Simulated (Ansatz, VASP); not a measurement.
# Two plane-wave programs on NaF

```
Na F
1.0
     0.00000    2.39273    2.39273
     2.39273    0.00000    2.39273
     2.39273    2.39273    0.00000
Na F
1 1
Cartesian
  0.0000 0.0000 0.0000
  2.3927 2.3927 2.3927
```

Change from the starting cell: hydrostatic strain +4.2%.

Alike in both runs: task single point; functional HSE06; k mesh 6 × 6 × 6; no spin polarisation.

|  | VASP | Ansatz |
| --- | --- | --- |
| version | VASP 6.6.1 | Ansatz 0.2.0 |
| potentials or method | VASP PAW PBE potentials, release 64 (Na_pv, F) | plane waves, PAW |
| plane-wave cutoff (eV) | 520 | 420 |
| occupations | gaussian, width 0.01 eV | fixed |
| valence electrons in the cell | 14 | 16 |

|  | VASP | Ansatz | Ansatz less VASP |
| --- | --- | --- | --- |
| gap on the k mesh at the Fermi level (eV) | 7.91 | 7.94 | +0.026 |
| pressure (GPa) | -3.7 | -3.7 | -0.01 |

VASP's potentials hold 14 valence electrons a cell and Ansatz's 16, so a difference there can come from the potentials and not from the codes. Ansatz's warnings: stress exchange threshold loose, stress scf threshold loose.
